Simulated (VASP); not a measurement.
Here is a VASP 6.6.1 calculation.

INCAR

```
SYSTEM = Ge
PREC = Accurate
ENCUT = 520
EDIFF = 1E-6
ISMEAR = -1
SIGMA = 0.05
LREAL = .FALSE.
LASPH = .TRUE.
NELM = 60
ALGO = Normal
ISIF = 2
LWAVE = .FALSE.
LCHARG = .FALSE.
GGA = PE
NBANDS = 21
```

Contents of KPOINTS:

```
regular mesh
0
G
  6 6 6
  0 0 0
```

File POSCAR:

```
Ge
1.0
    0.0000000000      2.7809531083      2.7809531083
    2.7809531083      0.0000000000      2.7809531083
    2.7809531083      2.7809531083      0.0000000000
Ge
2
Direct
    0.0000000000      0.0000000000      0.0000000000
    0.2500000000      0.2500000000      0.2500000000
```

Potentials or basis: VASP PAW PBE potentials, release 64 (Ge_d).

The run is started by

```console
$ cat potpaw_PBE.64/Ge_d/POTCAR > POTCAR
$ mpirun -np 1 vasp_std > vasp.out
```

(1) Predict the band gap on the k mesh.

(2) Estimate the pressure.

Answers

(1) 0.35 eV, indirect (least direct gap 0.51 eV).

(2) 7.9 GPa.
